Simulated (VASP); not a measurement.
# Si4Hg (Cmmm) in VASP: notebook

Runs on Si4Hg. Level: PBE. Tasks: single point.

All numbers are computed with VASP 6.6.1; they aren't measurements. Logs are shortened: lines on timing, memory, paths and dates and some standing lists are left out, and cuts for length are marked.

## 1. The cell of the first run

The structure is orthorhombic, space group Cmmm (No. 65). The conventional cell has a = 3.914 Å, b = 6.697 Å, c = 6.929 Å, α = 90.00°, β = 90.00°, γ = 90.00°. Si (site symmetry 2) has 3 Si at 1.96 to 2.65 Å within 2.7 Å. Hg (site symmetry mmm) has 16 Si at 2.89 to 4.00 Å and 6 Hg at 3.88 to 3.91 Å within 4.0 Å.

The cell was generated, and may not be a known phase.

## 2. Single point, PBE

Contents of INCAR:

```
PREC = Accurate
ENCUT = 500
EDIFF = 1E-6
ISMEAR = 0
SIGMA = 0.1
LREAL = False
LASPH = True
NELM = 120
ALGO = Normal
ISIF = 2
LWAVE = False
LCHARG = False
GGA = PE
NBANDS = 22
GGA_COMPAT = False
```

Contents of KPOINTS:

```
Automatic mesh
0
Gamma
  6 6 4
```

Contents of POSCAR:

```
Si4Hg
1.0
    1.9571792000     -3.3487103300      0.0000000000
    1.9571792000      3.3487103300      0.0000000000
    0.0000000000      0.0000000000      6.9293238600
Si Hg
4 1
Direct
    0.0000000000      0.5000000000      0.8086477500
    0.5000000000      0.0000000000      0.1913522500
    0.0000000000      0.5000000000      0.1913522500
    0.5000000000      0.0000000000      0.8086477500
    0.5000000000      0.5000000000      0.5000000000
```

Potentials or basis: VASP PAW PBE potentials, release 64 (Si, Hg).

Command:

```console
$ cat potpaw_PBE.64/Si/POTCAR potpaw_PBE.64/Hg/POTCAR > POTCAR
$ mpirun -np 1 vasp_std > vasp.out
```

OUTCAR:

```text
PREC = Accurate
   ENCUT = 500
   EDIFF = 1E-6
   ISMEAR = 0
   LREAL = False
   LASPH = True
   NELM = 120
   ISIF = 2
   GGA = PE

 ion  position               nearest neighbor table
   1  0.000  0.500  0.809-   4 1.96   4 1.96   3 2.65   5 2.89   5 2.89
   2  0.500  0.000  0.191-   3 1.96   3 1.96   4 2.65   5 2.89   5 2.89
   3  0.000  0.500  0.191-   2 1.96   2 1.96   1 2.65   5 2.89   5 2.89
   4  0.500  0.000  0.809-   1 1.96   1 1.96   2 2.65   5 2.89   5 2.89
   5  0.500  0.500  0.500-   1 2.89   2 2.89   3 2.89   4 2.89   2 2.89   4 2.89   1 2.89   3 2.89

  LATTYP: Found a base centered orthorhombic cell.
 ALAT       =     3.9143584000
 B/A-ratio  =     1.7109881047
 C/A-ratio  =     1.7702323477

  Lattice vectors:

 A1 = (   1.9571792000,  -3.3487103300,   0.0000000000)
 A2 = (   1.9571792000,   3.3487103300,   0.0000000000)
 A3 = (   0.0000000000,   0.0000000000,   6.9293238600)

Analysis of symmetry for initial positions (statically):
=====================================================================
 Subroutine PRICEL returns:
 Original cell was already a primitive cell.

 Routine SETGRP: Setting up the symmetry group for a
 base centered orthorhombic supercell.

 Subroutine GETGRP returns: Found  8 space group operations
 (whereof  8 operations were pure point group operations)
 out of a pool of  8 trial point group operations.

The static configuration has the point symmetry D_2h.

Analysis of symmetry for dynamics (positions and initial velocities):
=====================================================================
 Subroutine PRICEL returns:
 Original cell was already a primitive cell.

 Routine SETGRP: Setting up the symmetry group for a
 base centered orthorhombic supercell.

 Subroutine GETGRP returns: Found  8 space group operations
 (whereof  8 operations were pure point group operations)
 out of a pool of  8 trial point group operations.

The dynamic configuration has the point symmetry D_2h.

 Subroutine INISYM returns: Found  8 space group operations
 (whereof  8 operations are pure point group operations),
 and found     1 'primitive' translations

----------------------------------------------------------------------------------------

                                     Primitive cell

  volume of cell :      90.8299

  direct lattice vectors                    reciprocal lattice vectors
     1.957179200 -3.348710330  0.000000000     0.255469709 -0.149311213  0.000000000
     1.957179200  3.348710330  0.000000000     0.255469709  0.149311213  0.000000000
     0.000000000  0.000000000  6.929323860     0.000000000  0.000000000  0.144314225

  length of vectors
     3.878712582  3.878712582  6.929323860     0.295903042  0.295903042  0.144314225

  position of ions in fractional coordinates (direct lattice)
     0.000000000  0.500000000  0.808647750
     0.500000000  0.000000000  0.191352250
     0.000000000  0.500000000  0.191352250
     0.500000000  0.000000000  0.808647750
     0.500000000  0.500000000  0.500000000

  ion indices of the primitive-cell ions
   primitive index   ion index
                 1           1
                 2           2
                 3           3
                 4           4
                 5           5

----------------------------------------------------------------------------------------

 KPOINTS: Automatic mesh

Automatic generation of k-mesh.
 Grid dimensions read from file:
 generate k-points for:    6    6    4

 Generating k-lattice:

  Cartesian coordinates                     Fractional coordinates (reciprocal lattice)
     0.042578285 -0.024885202  0.000000000     0.166666667  0.000000000  0.000000000
     0.042578285  0.024885202  0.000000000     0.000000000  0.166666667  0.000000000
     0.000000000  0.000000000  0.036078556     0.000000000  0.000000000  0.250000000

  Length of vectors
     0.049317174  0.049317174  0.036078556

  Shift w.r.t. Gamma in fractional coordinates (k-lattice)
     0.000000000  0.000000000  0.000000000

 Subroutine IBZKPT returns following result:
 ===========================================

 Found     39 irreducible k-points:

 Following reciprocal coordinates:
            Coordinates               Weight
  0.000000  0.000000  0.000000      1.000000
  0.166667  0.000000  0.000000      4.000000
  0.333333 -0.000000  0.000000      4.000000
  0.500000  0.000000  0.000000      2.000000
  0.166667  0.166667  0.000000      2.000000
  0.333333  0.166667  0.000000      4.000000
[... 16 lines left out ...]
  0.333333  0.333333  0.250000      4.000000
  0.500000  0.333333  0.250000      8.000000
 [... further k-points ...]
   k-points           NKPTS =     39   k-points in BZ     NKDIM =     39   number of bands    NBANDS=     22
   number of dos      NEDOS =    301   number of ions     NIONS =      5
   total plane-waves  NPLWV =  42336
   dimension x,y,z NGX =    28 NGY =   28 NGZ =   54
   dimension x,y,z NGXF=    56 NGYF=   56 NGZF=  108
   ions per type =               4   1
   NGX,Y,Z   is equivalent  to a cutoff of  12.00, 12.00, 12.96 a.u.
   NGXF,Y,Z  is equivalent  to a cutoff of  24.00, 24.00, 25.91 a.u.
 SYSTEM =  unknown system
   PREC   = accura    normal or accurate (medium, high low for compatibility)
   ISTART =      0    job   : 0-new  1-cont  2-samecut
   ICHARG =      2    charge: 1-file 2-atom 10-const
   ISPIN  =      1    spin polarized calculation?
   LNONCOLLINEAR =      F non collinear calculations
   LSORBIT =      F    spin-orbit coupling
   LASPH  =      T    aspherical Exc in radial PAW
   ENCUT  =  500.0 eV  36.75 Ry    6.06 a.u.   7.07  7.07 12.63*2*pi/ulx,y,z
   NELM   =    120;   NELMIN=  2; NELMDL= -5     # of ELM steps
   EDIFF  = 0.1E-05   stopping-criterion for ELM
   LREAL  =      F    real-space projection
   EDIFFG = 0.1E-04   stopping-criterion for IOM
   NSW    =      0    number of steps for IOM
   IBRION =     -1    ionic relax: 0-MD 1-quasi-New 2-CG
   NFREE  =      0    steps in history (QN), initial steepest desc. (CG)
   ISIF   =      2    stress and relaxation
   ISYM   =      2    0-nonsym 1-usesym 2-fastsym
   POTIM  = 0.5000    time-step for ionic-motion
   TEBEG  =    0.0;   TEEND  =   0.0 temperature during run
   PSTRESS=    0.0 pullay stress
   NELECT =      28.0000    total number of electrons
   NUPDOWN=      -1.0000    fix difference up-down
   EMIN   =  10.00;   EMAX   =-10.00  energy-range for DOS
   EFERMI =   0.00;   METHOD = LEGACY
   ISMEAR =     0;   SIGMA  =   0.10  broadening in eV -4-tet -1-fermi 0-gaus
   EFERMI_NEDOS =   21; number of points for ismear=-14 and -15
   IALGO  =     38    algorithm
   IMIX   =      4    mixing-type and parameters
     AMIX     =   0.40;   BMIX     =  1.00
     AMIX_MAG =   1.60;   BMIX_MAG =  1.00
  volume/ion in A,a.u.               =      18.17       122.59
  Fermi-wavevector in a.u.,A,eV,Ry     =   1.105905  2.089857 16.640278  1.223026
  Thomas-Fermi vector in A             =   2.242399
   LORBIT       =      0    0 simple, 1 ext, 2 COOP (PROOUT), +10 PAW based schemes
   GGA     = PE    functional components
   LHFCALC =     F    Hartree Fock is set to
   AEXX    =    0.0000 exact exchange contribution
   IVDW    =     0    specifies the selected vdW correction
   LEPSILON=     F    determine dielectric tensor
   LRPA    =     F    only Hartree local field effects (RPA)
 non-spin polarized calculation
 Gauss-broadening in eV      SIGMA  =   0.10
  energy-cutoff  :      500.00
  volume of cell :       90.83
 maximum number of plane-waves:      2334
   NGX = 15   NGY = 15   NGZ = 25

 number of electron      28.0000001 magnetization

 Free energy of the ion-electron system (eV)
  ---------------------------------------------------
  ext. energy  EPLUGINS =         0.00000000
  ---------------------------------------------------
  free energy    TOTEN  =       -13.83989815 eV

  energy without entropy =      -13.82973405  energy(sigma->0) =      -13.83481610

 E-fermi :   6.5833     XC(G=0): -10.3790

 val. band max:        6.5650821225   @ k =   0.5000   0.5000   0.5000
 cond. band min:       6.6007984280   @ k =  -0.1667   0.1667   0.0000
 fundamental gap:      0.0357163055
 Fermi energy:         6.5833271995

 k-point     1 :       0.0000    0.0000    0.0000
  band No.  band energies     occupation
      1      -6.7187      2.00000
      2      -4.7364      2.00000
      3      -1.3404      2.00000
      4      -1.0955      2.00000
      5      -0.8821      2.00000
      6      -0.8235      2.00000
[... 14 lines left out ...]
     21      10.6990      0.00000
     22      11.1269      0.00000

 k-point     2 :       0.1667    0.0000    0.0000
  band No.  band energies     occupation
      1      -6.3955      2.00000
      2      -4.4575      2.00000
      3      -1.1598      2.00000
      4      -1.1588      2.00000
      5      -0.9259      2.00000
      6      -0.7920      2.00000
[... 14 lines left out ...]
     21      12.1026      0.00000
     22      12.2020      0.00000

 k-point     3 :       0.3333   -0.0000    0.0000
  band No.  band energies     occupation
      1      -5.4479      2.00000
      2      -3.6668      2.00000
      3      -2.0711      2.00000
      4      -1.4407      2.00000
      5      -1.0129      2.00000
      6      -0.8480      2.00000
[... 14 lines left out ...]
     21      11.8296      0.00000
     22      13.0676      0.00000
[... 476 lines left out ...]
 k-point    23 :       0.3333    0.3333    0.2500
  band No.  band energies     occupation
      1      -4.4078      2.00000
      2      -3.0445      2.00000
      3      -2.7665      2.00000
      4      -1.7817      2.00000
      5      -0.8502      2.00000
      6      -0.7753      2.00000
[... 14 lines left out ...]
     21      11.5772      0.00000
     22      12.4440      0.00000

 k-point    24 :       0.5000    0.3333    0.2500
  band No.  band energies     occupation
      1      -5.2458      2.00000
      2      -3.7993      2.00000
      3      -1.4260      2.00000
      4      -1.0812      2.00000
      5      -0.9111      2.00000
      6      -0.8681      2.00000
[... 14 lines left out ...]
     21      11.8446      0.00000
     22      12.5813      0.00000

 [... further k-points ...]

------------------------ aborting loop because EDIFF is reached ----------------------------------------

  FORCE on cell =-STRESS in cart. coord.  units (eV):
  Direction    XX          YY          ZZ          XY          YZ          ZX
  --------------------------------------------------------------------------------------
  -------------------------------------------------------------------------------------
  Total       52.2995765     -0.6345212      0.5287971     -0.0000000      0.0000000      0.0000000
  in kB      922.5283600    -11.1925143      9.3276146     -0.0000000      0.0000000      0.0000000
  external PRESSURE =     306.8878201 kB  Pullay stress =       0.0000000 kB

 VOLUME and BASIS-vectors are now :
 -----------------------------------------------------------------------------
  energy-cutoff  :      500.00
  volume of cell :       90.83
      direct lattice vectors                 reciprocal lattice vectors
     1.957179200 -3.348710330  0.000000000     0.255469709 -0.149311213  0.000000000
     1.957179200  3.348710330  0.000000000     0.255469709  0.149311213  0.000000000
     0.000000000  0.000000000  6.929323860     0.000000000  0.000000000  0.144314225

 POSITION                                       TOTAL-FORCE (eV/Angst)
 -----------------------------------------------------------------------------------
      0.97859      1.67436      5.60338        -0.000000      0.000000      0.434773
      0.97859     -1.67436      1.32594         0.000000     -0.000000     -0.434773
      0.97859      1.67436      1.32594        -0.000000     -0.000000     -0.434773
      0.97859     -1.67436      5.60338         0.000000      0.000000      0.434773
      1.95718      0.00000      3.46466         0.000000      0.000000      0.000000
 -----------------------------------------------------------------------------------
    total drift:                                0.000000      0.000000      0.000000

  FREE ENERGIE OF THE ION-ELECTRON SYSTEM (eV)
  ---------------------------------------------------
  free  energy   TOTEN  =       -13.8398981492 eV

  energy  without entropy=      -13.8297340480  energy(sigma->0) =      -13.83481610
```

Run time: 45 s. Hardware: 1 thread of Intel Xeon Platinum 8488C (Sapphire Rapids), shared host; peak memory 0.23 GiB.

What came out:

| Item | Value |
| --- | --- |
| Free energy | -13.8399 eV |
| Pressure | 30.7 GPa |
| Largest force | 0.435 eV/Å |
| Band gap on the k mesh | zero (bands 14 and 15 overlap by 1.96 eV) |

Forces on the atoms (eV/Å):
```
Si   0.000  0.000  0.435
Si   0.000  0.000 -0.435
Si   0.000  0.000 -0.435
Si   0.000  0.000  0.435
Hg   0.000  0.000  0.000
```

Stress tensor (GPa, compression positive):
```
92.25  0.00  0.00
 0.00 -1.12  0.00
 0.00  0.00  0.93
```

Caveat: the stress differs along the axes, from -1 to 92 GPa; spin-orbit coupling is left out, which moves the levels of the heavy elements.

[end of part 1 of 2]

The gap in the log of VASP goes by the Fermi energy; the results here count the filled bands.